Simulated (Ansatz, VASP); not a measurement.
## One calculation of SiO2, two programs

```
Si O
1.0
     3.78163    0.00000    0.00000
     0.00000    3.78163    0.00000
     0.00000    0.00000    2.80181
Si O
2 4
Direct
  0.50000 0.50000 0.50000
  0.00000 0.00000 0.00000
  0.69443 0.69443 0.00000
  0.19443 0.80557 0.50000
  0.30557 0.30557 0.00000
  0.80557 0.19443 0.50000
```

Alike in both runs: task single point; functional LDA; k mesh 6 × 6 × 10; occupations gaussian, width 0.05 eV; no spin polarisation.

|  | VASP | Ansatz |
| --- | --- | --- |
| version | VASP 6.6.1 | Ansatz 0.2.0 |
| potentials or method | VASP PAW LDA potentials, release 64 (Si, O), cutoff 520 eV | scalar-relativistic, plane waves, PAW |
| valence electrons in the cell | 32 | 32 |

```csv
,VASP,Ansatz,Ansatz less VASP
gap on the k mesh at the Fermi level (eV),5.17,5.22,+0.057
least direct gap on the mesh (eV),5.17,5.22,+0.057
rms of the force components (eV/Å),0.307,0.323,+0.0156
```

Ansatz warns that its potentials were made for another functional, while VASP's fit it. LDA's correlation is that of Perdew and Zunger in VASP and of Perdew and Wang (1992) in Ansatz. Atom by atom the forces differ by 0.016 eV/Å (rms over components).
